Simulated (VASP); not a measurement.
# Cd (a cell with a defect) in VASP: single point with PBE

Aim: the single point of Cd (a cell with a defect) with PBE.

All numbers are computed with VASP 6.6.1; they aren't measurements. Logs are shortened: lines on timing, memory, paths and dates and some standing lists are left out, and cuts for length are marked.

## 1. The cell of the first run

The cell holds a defect, 17 atoms: a = 9.044 Å, b = 9.044 Å, c = 5.685 Å, α = 90.00°, β = 90.00°, γ = 60.00°.

## 2. Single point, PBE

Input file INCAR:

```
SYSTEM = Cd
PREC = Accurate
ENCUT = 520
EDIFF = 1E-6
ISMEAR = -1
SIGMA = 0.05
LREAL = Auto
LASPH = .True.
NELM = 100
ALGO = Normal
ISIF = 2
LWAVE = .False.
LCHARG = .False.
GGA = PE
NBANDS = 116
```

Input file KPOINTS:

```
Automatic mesh
0
Gamma
  2 2 3
  0 0 0
```

Input file POSCAR:

```
Cd
1.0
    4.5221458200      7.8325863200      0.0000000000
   -4.5221458200      7.8325863200      0.0000000000
    0.0000000000      0.0000000000      5.6854730000
Cd
17
Direct
    0.1171340586      0.1051651832      0.3028667975
    0.1946714802      0.2795389336      0.9205520807
    0.2168382202      0.5667064162      0.7081164575
    0.1153313375      0.7644572430      0.2335508409
    0.2184854340      0.9051408678      0.7693843590
    0.4476459033      0.1049696470      0.3014947041
    0.5444404574      0.2332713674      0.7546378287
    0.4362192919      0.4381475800      0.2410805574
    0.5539956796      0.5613687279      0.7495084402
    0.4498915414      0.7698007300      0.2534927173
    0.5454826520      0.9051607926      0.7679023364
    0.7794603828      0.1108353273      0.2423093030
    0.8912589496      0.2332980792      0.7550133472
    0.7950274602      0.4380391931      0.2407497142
    0.8858924311      0.5665935722      0.7069738965
    0.7899441652      0.7642289396      0.2324037068
    0.8859456230      0.8972909006      0.7457263450
```

Potentials or basis: VASP PAW PBE potentials, release 64 (Cd).

The run is started by

```console
$ cat potpaw_PBE.64/Cd/POTCAR > POTCAR
$ mpirun -np 1 vasp_std > vasp.out
```

OUTCAR:

```text
SYSTEM = Cd
   PREC = Accurate
   ENCUT = 520
   EDIFF = 1E-6
   ISMEAR = -1
   LREAL = Auto
   LASPH = .True.
   NELM = 100
   ISIF = 2
   GGA = PE

 ion  position               nearest neighbor table
   1  0.117  0.105  0.303-   2 2.97  14 2.98   6 2.99  10 3.03  12 3.05   5 3.08   4 3.11  13 3.12
                             5 3.41  13 3.58
   2  0.195  0.280  0.921-  15 2.96   3 2.96   6 2.97   1 2.97  13 3.12   7 3.12   5 3.39  11 3.40
                            14 3.64   8 3.64
   3  0.217  0.567  0.708-   2 2.96  15 2.99  17 3.00   7 3.00   9 3.03   5 3.09   4 3.11   8 3.17
                             4 3.37   8 3.49
   4  0.115  0.764  0.234-   8 2.93  16 2.94  10 3.05  12 3.09   3 3.11   1 3.11   5 3.26  17 3.31
                             3 3.37  17 3.43   5 3.60
   5  0.218  0.905  0.769-  11 2.96  13 2.96  17 3.05   9 3.07   1 3.08   3 3.09   4 3.26  10 3.30
                             2 3.39   1 3.41  10 3.45   4 3.60
   6  0.448  0.105  0.301-   2 2.97   8 2.98   1 2.99  10 3.03  12 3.05  11 3.08  16 3.11   7 3.13
                            11 3.41   7 3.58
   7  0.544  0.233  0.755-  11 2.96   3 3.00   9 3.01  17 3.06   2 3.12   6 3.13  13 3.14   8 3.20
                            12 3.33   8 3.33  12 3.45   6 3.58
   8  0.436  0.438  0.241-   4 2.93   6 2.98  12 3.03  10 3.06   3 3.17   7 3.20  14 3.24   7 3.33
                             9 3.37   9 3.45   3 3.49   2 3.64
   9  0.554  0.561  0.750-  13 3.01   7 3.01   3 3.03  15 3.04  11 3.07   5 3.07  10 3.26  10 3.30
                            14 3.37   8 3.37   8 3.45  14 3.45
  10  0.450  0.770  0.253-   6 3.03   1 3.03   4 3.05  16 3.05  14 3.06   8 3.06   9 3.26   9 3.30
                             5 3.30  11 3.31  11 3.44   5 3.45
  11  0.545  0.905  0.768-   5 2.96   7 2.96  17 3.05   9 3.07   6 3.08  15 3.09  16 3.27  10 3.31
                             2 3.40   6 3.41  10 3.44  16 3.60
  12  0.779  0.111  0.242-  14 3.03   8 3.03   6 3.05   1 3.05   4 3.09  16 3.09  17 3.28  17 3.32
                            13 3.32   7 3.33  13 3.44   7 3.45
  13  0.891  0.233  0.755-   5 2.96  15 3.00   9 3.01  17 3.06   2 3.12   1 3.12   7 3.14  14 3.19
                            12 3.32  14 3.34  12 3.44   1 3.58
  14  0.795  0.438  0.241-  16 2.93   1 2.98  12 3.03  10 3.06  15 3.16  13 3.19   8 3.24  13 3.34
                             9 3.37   9 3.45  15 3.49   2 3.64
  15  0.886  0.567  0.707-   2 2.96   3 2.99  17 3.00  13 3.00   9 3.04  11 3.09  16 3.11  14 3.16
                            16 3.36  14 3.49
  16  0.790  0.764  0.232-  14 2.93   4 2.94  10 3.05  12 3.09  15 3.11   6 3.11  11 3.27  17 3.30
                            15 3.36  17 3.43  11 3.60
  17  0.886  0.897  0.746-   3 3.00  15 3.00   5 3.05  11 3.05  13 3.06   7 3.06  12 3.28  16 3.30
                             4 3.31  12 3.32   4 3.43  16 3.43

  LATTYP: Found a hexagonal cell.
 ALAT       =     9.0442916405
 C/A-ratio  =     0.6286255714

  Lattice vectors:

 A1 = (   4.5221458200,  -7.8325863200,   0.0000000000)
 A2 = (   4.5221458200,   7.8325863200,   0.0000000000)
 A3 = (   0.0000000000,   0.0000000000,   5.6854730000)

Analysis of symmetry for initial positions (statically):
=====================================================================
 Subroutine PRICEL returns:
 Original cell was already a primitive cell.

 Routine SETGRP: Setting up the symmetry group for a
 hexagonal supercell.

 Subroutine GETGRP returns: Found  1 space group operations
 (whereof  1 operations were pure point group operations)
 out of a pool of 24 trial point group operations.

The static configuration has the point symmetry C_1 .

Analysis of symmetry for dynamics (positions and initial velocities):
=====================================================================
 Subroutine PRICEL returns:
 Original cell was already a primitive cell.

 Routine SETGRP: Setting up the symmetry group for a
 hexagonal supercell.

 Subroutine GETGRP returns: Found  1 space group operations
 (whereof  1 operations were pure point group operations)
 out of a pool of 24 trial point group operations.

The dynamic configuration has the point symmetry C_1 .

 Subroutine INISYM returns: Found  1 space group operations
 (whereof  1 operations are pure point group operations),
 and found     1 'primitive' translations

----------------------------------------------------------------------------------------

                                     Primitive cell

  volume of cell :     402.7600

  direct lattice vectors                    reciprocal lattice vectors
     4.522145820  7.832586320  0.000000000     0.110566979  0.063835875  0.000000000
    -4.522145820  7.832586320  0.000000000    -0.110566979  0.063835875  0.000000000
[... 56 lines left out ...]
    -0.055283489  0.031917937  0.000000000     0.000000000  0.500000000  0.000000000
     0.000000000  0.000000000  0.058628954     0.000000000  0.000000000  0.333333333

  Length of vectors
     0.063835875  0.063835875  0.058628954

  Shift w.r.t. Gamma in fractional coordinates (k-lattice)
     0.000000000  0.000000000  0.000000000

 Subroutine IBZKPT returns following result:
 ===========================================

 Found      8 irreducible k-points:

 Following reciprocal coordinates:
            Coordinates               Weight
  0.000000  0.000000  0.000000      1.000000
  0.500000  0.000000  0.000000      1.000000
  0.500000  0.500000  0.000000      1.000000
  0.000000  0.500000  0.000000      1.000000
  0.000000  0.000000  0.333333      2.000000
  0.500000  0.000000  0.333333      2.000000
  0.500000  0.500000  0.333333      2.000000
  0.000000  0.500000  0.333333      2.000000
   k-points           NKPTS =      8   k-points in BZ     NKDIM =      8   number of bands    NBANDS=    116
   number of dos      NEDOS =    301   number of ions     NIONS =     17
   total plane-waves  NPLWV = 205800
   dimension x,y,z NGX =    70 NGY =   70 NGZ =   42
   dimension x,y,z NGXF=   140 NGYF=  140 NGZF=   84
   ions per type =              17
   NGX,Y,Z   is equivalent  to a cutoff of  12.87, 12.87, 12.28 a.u.
   NGXF,Y,Z  is equivalent  to a cutoff of  25.73, 25.73, 24.56 a.u.
 SYSTEM =  Cd
   PREC   = accura    normal or accurate (medium, high low for compatibility)
   ISTART =      0    job   : 0-new  1-cont  2-samecut
   ICHARG =      2    charge: 1-file 2-atom 10-const
   ISPIN  =      1    spin polarized calculation?
   LNONCOLLINEAR =      F non collinear calculations
   LSORBIT =      F    spin-orbit coupling
   LASPH  =      T    aspherical Exc in radial PAW
   ENCUT  =  520.0 eV  38.22 Ry    6.18 a.u.  16.82 16.82 10.57*2*pi/ulx,y,z
   NELM   =    100;   NELMIN=  2; NELMDL= -5     # of ELM steps
   EDIFF  = 0.1E-05   stopping-criterion for ELM
   LREAL  =      T    real-space projection
   EDIFFG = 0.1E-04   stopping-criterion for IOM
   NSW    =      0    number of steps for IOM
   IBRION =     -1    ionic relax: 0-MD 1-quasi-New 2-CG
   NFREE  =      0    steps in history (QN), initial steepest desc. (CG)
   ISIF   =      2    stress and relaxation
   ISYM   =      2    0-nonsym 1-usesym 2-fastsym
   POTIM  = 0.5000    time-step for ionic-motion
   TEBEG  =    0.0;   TEEND  =   0.0 temperature during run
   PSTRESS=    0.0 pullay stress
   NELECT =     204.0000    total number of electrons
   NUPDOWN=      -1.0000    fix difference up-down
   EMIN   =  10.00;   EMAX   =-10.00  energy-range for DOS
   EFERMI =   0.00;   METHOD = LEGACY
   ISMEAR =    -1;   SIGMA  =   0.05  broadening in eV -4-tet -1-fermi 0-gaus
   EFERMI_NEDOS =   21; number of points for ismear=-14 and -15
   IALGO  =     38    algorithm
   IMIX   =      4    mixing-type and parameters
     AMIX     =   0.40;   BMIX     =  1.00
     AMIX_MAG =   1.60;   BMIX_MAG =  1.00
  volume/ion in A,a.u.               =      23.69       159.88
  Fermi-wavevector in a.u.,A,eV,Ry     =   1.304977  2.466048 23.170236  1.702964
  Thomas-Fermi vector in A             =   2.435877
   LORBIT       =      0    0 simple, 1 ext, 2 COOP (PROOUT), +10 PAW based schemes
   GGA     = PE    functional components
   LHFCALC =     F    Hartree Fock is set to
   AEXX    =    0.0000 exact exchange contribution
   IVDW    =     0    specifies the selected vdW correction
   LEPSILON=     F    determine dielectric tensor
   LRPA    =     F    only Hartree local field effects (RPA)
 non-spin polarized calculation
  energy-cutoff  :      520.00
  volume of cell :      402.76
 maximum number of plane-waves:     10866
 NGX is ok and might be reduce to    70
   NGX = 33   NGY = 33   NGZ = 21

 number of electron     204.0000033 magnetization

 Free energy of the ion-electron system (eV)
  ---------------------------------------------------
  ext. energy  EPLUGINS =         0.00000000
  ---------------------------------------------------
  free energy    TOTEN  =       -13.02286517 eV

  energy without entropy =      -12.99695710  energy(sigma->0) =      -13.00991114

 E-fermi :   2.3951     XC(G=0): -10.5055

 val. band max:        2.2980981383   @ k =   0.0000   0.0000   0.0000
 cond. band min:       2.4243293410   @ k =   0.0000   0.0000   0.0000
 fundamental gap:      0.1262312027
 Fermi energy:         2.3951037001

 k-point     1 :       0.0000    0.0000    0.0000
  band No.  band energies     occupation
      1      -7.3608      2.00000
      2      -7.3584      2.00000
      3      -7.3551      2.00000
      4      -7.3304      2.00000
      5      -7.2629      2.00000
      6      -7.2257      2.00000
[... 925 lines left out ...]
    113       5.4641      0.00000
    114       5.5247      0.00000
 [bands above 114 left out]

------------------------ aborting loop because EDIFF is reached ----------------------------------------

  FORCE on cell =-STRESS in cart. coord.  units (eV):
  Direction    XX          YY          ZZ          XY          YZ          ZX
  --------------------------------------------------------------------------------------
  -------------------------------------------------------------------------------------
  Total       -1.7715548     -1.8135534      5.8829579     -0.0248812     -0.1648050      0.2880827
  in kB       -7.0472362     -7.2143062     23.4023772     -0.0989772     -0.6555935      1.1459915
  external PRESSURE =       3.0469449 kB  Pullay stress =       0.0000000 kB

 VOLUME and BASIS-vectors are now :
 -----------------------------------------------------------------------------
  energy-cutoff  :      520.00
  volume of cell :      402.76
      direct lattice vectors                 reciprocal lattice vectors
     4.522145820  7.832586320  0.000000000     0.110566979  0.063835875  0.000000000
    -4.522145820  7.832586320  0.000000000    -0.110566979  0.063835875  0.000000000
     0.000000000  0.000000000  5.685473000     0.000000000  0.000000000  0.175886861

 POSITION                                       TOTAL-FORCE (eV/Angst)
 -----------------------------------------------------------------------------------
      0.05412      1.74118      1.72194        -0.010670      0.000958      0.000545
     -0.38378      3.71429      5.23377         0.069571     -0.040099     -0.088945
     -1.58216      6.13718      4.02598         0.001212      0.005621      0.001487
     -2.93544      6.89102      1.32785        -0.008888      0.002768      0.009045
     -3.10516      8.80090      4.37431        -0.000295      0.000029      0.007805
      1.54963      4.32841      1.71414        -0.006079      0.008131      0.000748
[... 9 lines left out ...]
      0.11629     12.17319      1.32133        -0.007964      0.005535      0.009925
     -0.05130     13.96735      4.23981         0.007239     -0.004827     -0.001179
 -----------------------------------------------------------------------------------
    total drift:                                0.003020      0.000426      0.003955

  FREE ENERGIE OF THE ION-ELECTRON SYSTEM (eV)
  ---------------------------------------------------
  free  energy   TOTEN  =       -13.0228651716 eV

  energy  without entropy=      -12.9969571019  energy(sigma->0) =      -13.00991114
```

It took 5.7 min on 1 thread of Intel Xeon Platinum 8488C (Sapphire Rapids), shared host; peak memory 0.59 GiB.

Results:

```yaml
Free_energy: -13.0229 eV
Pressure: 0.3 GPa
Largest_force: 0.120 eV/Å
Band_gap_on_the_k_mesh: zero (bands 102 and 103 overlap by 1.30 eV)
```

Forces on the atoms (eV/Å):
```
Cd  -0.011  0.001  0.001
Cd   0.070 -0.040 -0.089
Cd   0.001  0.006  0.001
Cd  -0.009  0.003  0.009
Cd   0.000  0.000  0.008
Cd  -0.006  0.008  0.001
Cd   0.010  0.014  0.001
Cd  -0.010  0.006  0.005
Cd  -0.006  0.003 -0.001
Cd  -0.009  0.006  0.020
Cd   0.001  0.000  0.010
Cd  -0.008  0.004  0.017
Cd  -0.006 -0.015 -0.001
Cd  -0.010  0.008  0.005
Cd  -0.005 -0.004  0.003
Cd  -0.008  0.006  0.010
Cd   0.007 -0.005 -0.001
```

Stress tensor (GPa, compression positive):
```
-0.70 -0.01  0.11
-0.01 -0.72 -0.07
 0.11 -0.07  2.34
```

Caveat: the k points lie up to 0.40 Å⁻¹ apart, too coarse for converged energies and pressures of a metal.

The gap in the log of VASP goes by the Fermi energy; the results here count the filled bands.